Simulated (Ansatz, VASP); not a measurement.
# Two plane-wave programs on Ta2NbO2

```xyz
5
Lattice="-1.8387 1.8387 4.9605 1.8387 -1.8387 4.9605 1.8387 1.8387 -4.9605" Properties=species:S:1:pos:R:3 pbc="T T T"
Ta    0.0000    1.8387    2.4802
Ta    1.8387    0.0000    2.4802
Nb    0.0000    0.0000    0.0000
O     0.0000    0.0000    6.1595
O     0.0000    0.0000    3.7615
```

Change from the starting cell: species swapped into the NdMn2Si2 type (I4/mmm, No. 139).

Alike in both runs: task relaxation of cell and atoms; functional PBE; k mesh 6 × 6 × 6; occupations gaussian, width 0.1 eV; no spin polarisation.

```csv
,VASP,Ansatz
version,VASP 6.6.1,Ansatz 0.2.0
potentials or method,"VASP PAW PBE potentials, release 64 (Ta_pv, Nb_sv, O), cutoff 600 eV","scalar-relativistic, plane waves, PAW"
valence electrons in the cell,47,51
```

Ansatz gave:

```
gap on the k mesh at the Fermi level, each at its own relaxed structure (eV) : none
relaxed volume (Å³/atom)                                                     : 15.16
relaxed cell length with the largest relative difference (Å)                 : 5.165
```

Task: What did VASP give for the same quantities?

Result: gap on the k mesh at the Fermi level, each at its own relaxed structure (eV): none; relaxed volume (Å³/atom): 15.16; relaxed cell length with the largest relative difference (Å): 5.156.

A gap of «none» marks a metal or a gap that the smearing closes. VASP's potentials hold 47 valence electrons a cell and Ansatz's 51, so a difference there can come from the potentials and not from the codes.

The k mesh is coarse, so the values compare programs but aren't converged. Spin-orbit coupling is off throughout.
